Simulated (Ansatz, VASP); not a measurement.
## One calculation of InSe2, two programs

```
In Se
1.0
     4.19838    0.00000    0.00000
     0.00000    4.19838    0.00000
     0.00000    0.00000   10.12184
In Se
2 4
Direct
  0.00000 0.50000 0.70359
  0.50000 0.00000 0.29641
  0.00000 0.50000 0.36579
  0.50000 0.00000 0.63421
  0.00000 0.00000 0.00000
  0.50000 0.50000 0.00000
```

Change from the starting cell: strain +0.080 along x and y, +0.040 along z, atoms carried along.

Alike in both runs: task single point; functional PBE; k mesh 12 × 12 × 6; occupations gaussian, width 0.15 eV; no spin polarisation.

|  | VASP | Ansatz |
| --- | --- | --- |
| version | VASP 6.6.1 | Ansatz 0.2.0 |
| potentials or method | VASP PAW PBE potentials, release 64 (In_d, Se), cutoff 520 eV | scalar-relativistic, plane waves, PAW |
| valence electrons in the cell | 50 | 90 |

```csv
,VASP,Ansatz,Ansatz less VASP
gap on the k mesh at the Fermi level (eV),none,none,-
pressure (GPa),-7.2,-7.2,+0.01
"traceless stress, the component that is largest in VASP (GPa)",4.41,4.42,+0.003
rms of the force components (eV/Å),0.135,0.135,-0.0002
```

Atom by atom the forces differ by 0.000 eV/Å (rms over components). A gap of «none» marks a metal or a gap that the smearing closes. With one functional, cell and mesh, what is left measures potentials, basis and numerics. VASP's potentials hold 50 valence electrons a cell and Ansatz's 90, so a difference there can come from the potentials and not from the codes.
